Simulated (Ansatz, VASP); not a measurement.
# Two plane-wave programs on AlAu2

```
CELL_PARAMETERS angstrom
-1.68278 1.68278 4.17346
1.68278 -1.68278 4.17346
1.68278 1.68278 -4.17346
ATOMIC_POSITIONS crystal
Al 0.00000 0.00000 0.00000
Au 0.64549 0.64549 0.00000
Au 0.35451 0.35451 0.00000
```

Alike in both runs: task single point; functional LDA; k mesh 16 × 16 × 16; occupations gaussian, width 0.15 eV; no spin polarisation.

|  | VASP | Ansatz |
| --- | --- | --- |
| version | VASP 6.6.1 | Ansatz 0.2.0 |
| potentials or method | VASP PAW LDA potentials, release 64 (Al, Au), cutoff 520 eV | scalar-relativistic, plane waves, PAW |
| valence electrons in the cell | 25 | 41 |

|  | VASP | Ansatz | Ansatz less VASP |
| --- | --- | --- | --- |
| gap on the k mesh at the Fermi level (eV) | none | none | - |
| pressure (GPa) | 7.7 | 7.3 | -0.40 |
| traceless stress, the component that is largest in VASP (GPa) | 17.51 | 17.38 | -0.132 |
| rms of the force components (eV/Å) | 1.815 | 1.801 | -0.0136 |

LDA's correlation is that of Perdew and Zunger in VASP and of Perdew and Wang (1992) in Ansatz. Atom by atom the forces differ by 0.014 eV/Å (rms over components). A gap of «none» marks a metal or a gap that the smearing closes. VASP's potentials hold 25 valence electrons a cell and Ansatz's 41, so a difference there can come from the potentials and not from the codes.

Neither program's run includes spin-orbit coupling.
